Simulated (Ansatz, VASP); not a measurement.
**Two plane-wave programs on Mo**

```xyz
1
Lattice="0.0000 2.0204 2.0204 2.0204 0.0000 2.0204 2.0204 2.0204 0.0000" Properties=species:S:1:pos:R:3 pbc="T T T"
Mo    0.0000    0.0000    0.0000
```

Alike in both runs: task single point; functional r2SCAN; k mesh 15 × 15 × 15; occupations fermi-dirac, width 0.1 eV; no spin polarisation.

|  | VASP | Ansatz |
| --- | --- | --- |
| version | VASP 6.6.1 | Ansatz 0.2.0 |
| potentials or method | VASP PAW PBE potentials, release 64 (Mo_sv), cutoff 520 eV | plane waves (500 eV) with PAW, scalar-relativistic |
| valence electrons in the cell | 14 | 14 |

Ansatz gave:

| Property | Result |
| --- | --- |
| pressure (GPa) | -8.9 |

Problem. What did VASP give for the same quantities?

Solution. Pressure (GPa): -8.1.

VASP's potentials were made for PBE, not for r2SCAN. With one functional, cell and mesh, what is left measures potentials, basis and numerics.
